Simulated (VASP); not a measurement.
# Hf (P6_3/mmc) in VASP: notebook

Runs on Hf. Level: PBEsol. Tasks: vibrations by perturbation theory.

Everything below comes from runs of VASP 6.6.1. Logs are shortened: lines on timing, memory, paths and dates and some standing lists are left out, and cuts for length are marked.

## 1. The cell of the first run

The structure is hexagonal, space group P6_3/mmc (No. 194). The conventional cell has a = 3.128 Å, b = 3.128 Å, c = 4.948 Å, α = 90.00°, β = 90.00°, γ = 120.00°. Hf (site symmetry -6m2) has 12 Hf at 3.06 to 3.13 Å within 4.0 Å.

## 2. Vibrations by perturbation theory, PBEsol (volume scaled by 0.970)

INCAR reads:

```
ALGO = Normal
EDIFF = 1E-8
ENCUT = 520
GGA = PS
IBRION = 8
ISIF = 2
ISMEAR = -1
LASPH = T
LCHARG = T
LREAL = F
LWAVE = F
NBANDS = 17
NELM = 60
NSW = 1
PREC = Accurate
SIGMA = 0.05
```

KPOINTS reads:

```
k-points
0
Gamma
  14 14 8
```

POSCAR reads:

```
Hf
1.0
    3.1276034603      0.0000000000      0.0000000000
   -1.5638017302      2.7085840496      0.0000000000
    0.0000000000      0.0000000000      4.9475578639
Hf
2
Direct
    0.3333333333      0.6666666667      0.2500000000
    0.6666666667      0.3333333333      0.7500000000
```

Potentials or basis: VASP PAW PBE potentials, release 64 (Hf_pv).

Run with:

```console
cat potpaw_PBE.64/Hf_pv/POTCAR > POTCAR
mpirun -np 1 vasp_std > vasp.out
```

OUTCAR:

```text
EDIFF = 1E-8
   ENCUT = 520
   GGA = PS
   IBRION = 8
   ISIF = 2
   ISMEAR = -1
   LASPH = T
   LREAL = F
   NELM = 60
   NSW = 1
   PREC = Accurate

 ion  position               nearest neighbor table
   1  0.333  0.667  0.250-   2 3.06   2 3.06   2 3.06   2 3.06   2 3.06   2 3.06
   2  0.667  0.333  0.750-   1 3.06   1 3.06   1 3.06   1 3.06   1 3.06   1 3.06

  LATTYP: Found a hexagonal cell.
 ALAT       =     3.1276034603
 C/A-ratio  =     1.5819006235

  Lattice vectors:

 A1 = (   3.1276034603,   0.0000000000,   0.0000000000)
 A2 = (  -1.5638017302,   2.7085840496,   0.0000000000)
 A3 = (   0.0000000000,   0.0000000000,   4.9475578639)

Analysis of symmetry for initial positions (statically):
=====================================================================
 Subroutine PRICEL returns:
 Original cell was already a primitive cell.

 Routine SETGRP: Setting up the symmetry group for a
 hexagonal supercell.

 Subroutine GETGRP returns: Found 24 space group operations
 (whereof 12 operations were pure point group operations)
 out of a pool of 24 trial point group operations.

The static configuration has the point symmetry D_3d.
 The point group associated with its full space group is D_6h.

Analysis of symmetry for dynamics (positions and initial velocities):
=====================================================================
 Subroutine PRICEL returns:
 Original cell was already a primitive cell.

 Routine SETGRP: Setting up the symmetry group for a
 hexagonal supercell.

 Subroutine GETGRP returns: Found 24 space group operations
 (whereof 12 operations were pure point group operations)
 out of a pool of 24 trial point group operations.

The dynamic configuration has the point symmetry D_3d.
 The point group associated with its full space group is D_6h.

 Subroutine INISYM returns: Found 24 space group operations
 (whereof 12 operations are pure point group operations),
 and found     1 'primitive' translations

----------------------------------------------------------------------------------------

                                     Primitive cell

  volume of cell :      41.9126

[... 644 lines left out ...]
     0.000000000  0.000000000  4.947557864     0.000000000  0.000000000  0.202119920

 POSITION                                       TOTAL-FORCE (eV/Angst)
 -----------------------------------------------------------------------------------
     -0.00000      1.80572      1.23689        -0.000000      0.000000      0.000000
      1.56380      0.90286      3.71067         0.000000     -0.000000      0.000000
 -----------------------------------------------------------------------------------
    total drift:                                0.000000     -0.000000      0.000000

  FREE ENERGIE OF THE ION-ELECTRON SYSTEM (eV)
  ---------------------------------------------------
  free  energy   TOTEN  =       -21.0018961112 eV

  energy  without entropy=      -20.9911390366  energy(sigma->0) =      -20.99651757

[... ionic steps 2 to 3 ...]

--------------------------------------- Ionic step        4  -------------------------------------------

------------------------ aborting loop because EDIFF is reached ----------------------------------------

[... ionic steps 5 to 5 ...]

--------------------------------------- Ionic step        6  -------------------------------------------

 Free energy of the ion-electron system (eV)
  ---------------------------------------------------
  ---------------------------------------------------
  free energy    TOTEN  =        -0.25146144 eV

  energy without entropy =       -0.25146144

------------------------ aborting loop because EDIFF is reached ----------------------------------------

 INTERNAL STRAIN TENSOR  FOR ION    1  DIRECTION 3   (eV/Angst):
 -----------------------------------------------------------------------------
     0.05117 -0.00000  0.00000
    -0.00000  0.05117 -0.00000
    -0.00000  0.00000 -0.09640

 INTERNAL STRAIN TENSOR FOR ION    2 for displacements in x,y,z  (eV/Angst):
          X           Y           Z          XY          YZ          ZX
  --------------------------------------------------------------------------------
  x    -0.00000     0.00000    -0.00000     2.91952     0.00000     0.00000
  y     2.91952    -2.91952     0.00000     0.00000     0.00000     0.00000
  z     0.00000    -0.00000     0.00000     0.00000     0.00000    -0.00000

 SECOND DERIVATIVES (NOT SYMMETRIZED)
 ------------------------------------
               1X          1Y          1Z          2X          2Y          2Z
  1X    -2.182944    0.000000    0.000000    2.182944   -0.000000    0.000000
  1Y     0.000000   -2.182944    0.000000   -0.000000    2.182944    0.000000
  1Z    -0.000000    0.000000   -4.025675    0.000000   -0.000000    4.025675
  2X     2.182944   -0.000000    0.000000   -2.182944    0.000000    0.000000
  2Y    -0.000000    2.182944    0.000000    0.000000   -2.182944    0.000000
  2Z     0.000000   -0.000000    4.025675   -0.000000    0.000000   -4.025675

 Eigenvectors and eigenvalues of the dynamical matrix
 ----------------------------------------------------

   1 f  =    3.320306 THz    20.862099 2PiTHz  110.753495 cm-1    13.731677 meV
             X         Y         Z           dx          dy          dz
     -0.000000  1.805723  1.236889    -0.000000    0.000000   -0.707107
      1.563802  0.902861  3.710668     0.000000    0.000000    0.707107
[... 16 lines left out ...]
   5 f  =    0.000000 THz     0.000000 2PiTHz    0.000000 cm-1     0.000000 meV
             X         Y         Z           dx          dy          dz
     -0.000000  1.805723  1.236889     0.000000   -0.000000    0.707107
      1.563802  0.902861  3.710668    -0.000000    0.000000    0.707107

   6 f/i=    0.000000 THz     0.000000 2PiTHz    0.000000 cm-1     0.000000 meV
             X         Y         Z           dx          dy          dz
     -0.000000  1.805723  1.236889     0.686733    0.168515    0.000000
      1.563802  0.902861  3.710668     0.686733    0.168515    0.000000

--------------------------------------------------------------------------------------------------------

 ELASTIC MODULI CONTR FROM IONIC RELAXATION (kBar)
 Direction    XX          YY          ZZ          XY          YZ          ZX
 --------------------------------------------------------------------------------
 XX        -149.2613    149.2613     -0.0000      0.0000      0.0000      0.0000
 YY         149.2613   -149.2613      0.0000      0.0000      0.0000     -0.0000
 ZZ          -0.0000      0.0000     -0.0000      0.0000      0.0000      0.0000
 XY           0.0000      0.0000      0.0000   -149.2613      0.0000      0.0000
 YZ           0.0000      0.0000      0.0000      0.0000      0.0000      0.0000
 ZX           0.0000     -0.0000      0.0000      0.0000      0.0000     -0.0000
 --------------------------------------------------------------------------------
```

stdout:

```text
POSCAR found type information on POSCAR Hf
 POSCAR found :  1 types and       2 ions
 scaLAPACK will be used
 -----------------------------------------------------------------------------
|                                                                             |
|                                                                             |
|     You enforced a specific xc type in the INCAR file but a different       |
|     I HOPE YOU KNOW WHAT YOU ARE DOING!                                     |
|                                                                             |
 -----------------------------------------------------------------------------

 LDA part: xc-table for (Slater+PW92), standard interpolation
 POSCAR, INCAR and KPOINTS ok, starting setup
 FFT: planning ... GRIDC
 FFT: planning ... GRID_SOFT
 FFT: planning ... GRID
 WAVECAR not read
 entering main loop
 Linear response reoptimize wavefunctions to high precision
 Linear response DOF=           2
 Linear response progress:
 first order change of Fermi-energy  -0.34041E-05
 force on displaced ion       1 direction 1 :  -2.183  -0.000   0.000
 Linear response progress:
 first order change of Fermi-energy  -0.14735E-03
 force on displaced ion       1 direction 3 :  -0.000  -0.000  -4.026
 Linear response finished
```

It took 7.5 min on 1 thread of Intel Xeon Platinum 8488C (Sapphire Rapids), shared host; peak memory 0.71 GiB.

What came out:

```
Highest phonon frequency at Γ : 111 cm⁻¹
```

Phonon frequencies in cm⁻¹ (negative: imaginary):
```csv
q point,frequencies
"(0.000, 0.000, 0.000)",0 0 0 82 82 111
```

Caveat: the cell differs from its parent crystal (volume scaled by 0.970); the cell wasn't relaxed at this level first, which shifts response properties; the PAW data sets were made with another functional, which shifts forces and pressure a little; spin-orbit coupling is left out, which moves the levels of the heavy elements.

## 3. Vibrations by perturbation theory, PBEsol

This run uses another cell than the first one, of 21.60 Å³/atom, 1.031 times its volume.

INCAR reads:

```
PREC     = Accurate       # precision mode
ENCUT    = 520            # plane-wave cutoff, eV
EDIFF    = 1E-8           # SCF threshold, eV
ISMEAR   = -1             # smearing method
SIGMA    = 0.05           # smearing width, eV
LREAL    = False          # projectors in reciprocal space
LASPH    = True           # aspherical terms in the spheres
NELM     = 60             # most SCF steps
ALGO     = Normal         # electronic algorithm
ISIF     = 2              # what is computed and relaxed
LWAVE    = False          # write WAVECAR
LCHARG   = False          # write CHGCAR
GGA      = PS             # functional
IBRION   = 8              # ionic algorithm
NSW      = 1              # ionic steps
```

KPOINTS reads:

```
Automatic mesh
0
Gamma
  14 14 8
```

POSCAR reads:

```
Hf
1.0
    3.1595199857      0.0000000000      0.0000000000
   -1.5797599929      2.7362245714      0.0000000000
    0.0000000000      0.0000000000      4.9980466353
Hf
2
Direct
    0.3333333333      0.6666666667      0.2500000000
    0.6666666667      0.3333333333      0.7500000000
```

Potentials or basis: VASP PAW PBE potentials, release 64 (Hf_pv).

Run with:

```console
cat potpaw_PBE.64/Hf_pv/POTCAR > POTCAR
mpirun -np 1 vasp_std > vasp.out
```

OUTCAR:

```text
PREC = Accurate
   ENCUT = 520
   EDIFF = 1E-8
   ISMEAR = -1
   LREAL = False
   LASPH = True
   NELM = 60
   ISIF = 2
   GGA = PS
   IBRION = 8
   NSW = 1

 ion  position               nearest neighbor table
   1  0.333  0.667  0.250-   2 3.09   2 3.09   2 3.09   2 3.09   2 3.09   2 3.09
   2  0.667  0.333  0.750-   1 3.09   1 3.09   1 3.09   1 3.09   1 3.09   1 3.09

  LATTYP: Found a hexagonal cell.
 ALAT       =     3.1595199857
 C/A-ratio  =     1.5819006235

  Lattice vectors:

 A1 = (   3.1595199857,   0.0000000000,   0.0000000000)
 A2 = (  -1.5797599929,   2.7362245714,   0.0000000000)
 A3 = (   0.0000000000,   0.0000000000,   4.9980466353)

Analysis of symmetry for initial positions (statically):
=====================================================================
 Subroutine PRICEL returns:
 Original cell was already a primitive cell.

 Routine SETGRP: Setting up the symmetry group for a
[... 639 lines left out ...]

 INTERNAL STRAIN TENSOR  FOR ION    1  DIRECTION 3   (eV/Angst):
 -----------------------------------------------------------------------------
     0.04689 -0.00000 -0.00000
    -0.00000  0.04689 -0.00000
    -0.00000 -0.00000 -0.08894

 INTERNAL STRAIN TENSOR FOR ION    2 for displacements in x,y,z  (eV/Angst):
          X           Y           Z          XY          YZ          ZX
  --------------------------------------------------------------------------------
  x    -0.00000     0.00000    -0.00000     2.81018     0.00000     0.00000
  y     2.81018    -2.81018    -0.00000     0.00000     0.00000     0.00000
  z     0.00000     0.00000    -0.00000     0.00000     0.00000    -0.00000

 SECOND DERIVATIVES (NOT SYMMETRIZED)
 ------------------------------------
               1X          1Y          1Z          2X          2Y          2Z
  1X    -2.210916    0.000000    0.000000    2.210916   -0.000000    0.000000
  1Y     0.000000   -2.210916    0.000000   -0.000000    2.210916    0.000000
  1Z     0.000000   -0.000000   -3.194011    0.000000    0.000000    3.194011
  2X     2.210916   -0.000000    0.000000   -2.210916    0.000000    0.000000
  2Y    -0.000000    2.210916    0.000000    0.000000   -2.210916    0.000000
  2Z     0.000000    0.000000    3.194011    0.000000   -0.000000   -3.194011

 Eigenvectors and eigenvalues of the dynamical matrix
 ----------------------------------------------------

   1 f  =    2.957515 THz    18.582615 2PiTHz   98.652084 cm-1    12.231294 meV
             X         Y         Z           dx          dy          dz
     -0.000000  1.824150  1.249512     0.000000    0.000000    0.707107
      1.579760  0.912075  3.748535     0.000000    0.000000   -0.707107
[... 21 lines left out ...]
   6 f  =    0.000000 THz     0.000000 2PiTHz    0.000000 cm-1     0.000000 meV
             X         Y         Z           dx          dy          dz
     -0.000000  1.824150  1.249512    -0.698287   -0.109758   -0.018650
      1.579760  0.912075  3.748535    -0.698287   -0.109758   -0.018650

--------------------------------------------------------------------------------------------------------

 ELASTIC MODULI CONTR FROM IONIC RELAXATION (kBar)
 Direction    XX          YY          ZZ          XY          YZ          ZX
 --------------------------------------------------------------------------------
 XX        -132.4441    132.4441      0.0000      0.0000      0.0000     -0.0000
 YY         132.4441   -132.4441     -0.0000      0.0000     -0.0000      0.0000
 ZZ           0.0000     -0.0000     -0.0000      0.0000      0.0000     -0.0000
 XY           0.0000      0.0000      0.0000   -132.4441      0.0000     -0.0000
 YZ           0.0000     -0.0000      0.0000      0.0000     -0.0000      0.0000
 ZX          -0.0000      0.0000     -0.0000     -0.0000      0.0000     -0.0000
 --------------------------------------------------------------------------------
```

stdout:

```text
POSCAR found type information on POSCAR Hf
 POSCAR found :  1 types and       2 ions
 scaLAPACK will be used
 -----------------------------------------------------------------------------
|                                                                             |
|                                                                             |
|     You enforced a specific xc type in the INCAR file but a different       |
|     I HOPE YOU KNOW WHAT YOU ARE DOING!                                     |
|                                                                             |
 -----------------------------------------------------------------------------

 LDA part: xc-table for (Slater+PW92), standard interpolation
 POSCAR, INCAR and KPOINTS ok, starting setup
 FFT: planning ... GRIDC
 FFT: planning ... GRID_SOFT
 FFT: planning ... GRID
 WAVECAR not read
 entering main loop
 Linear response reoptimize wavefunctions to high precision
 Linear response DOF=           2
 Linear response progress:
 first order change of Fermi-energy  -0.31750E-05
 force on displaced ion       1 direction 1 :  -2.211  -0.000   0.000
 Linear response progress:
 first order change of Fermi-energy  -0.15339E-03
 force on displaced ion       1 direction 3 :   0.000  -0.000  -3.194
 Linear response finished
```

Run time: 7.9 min. Hardware: 1 thread of Intel Xeon Platinum 8488C (Sapphire Rapids), shared host; peak memory 0.65 GiB.

What came out:

* Highest phonon frequency at Γ: 99 cm⁻¹

Phonon frequencies in cm⁻¹ (negative: imaginary):
| q point | frequencies |
| --- | --- |
| (0.000, 0.000, 0.000) | 0 0 0 82 82 99 |

Caveat: the PAW data sets were made with another functional, which shifts forces and pressure a little; spin-orbit coupling is left out, which moves the levels of the heavy elements.
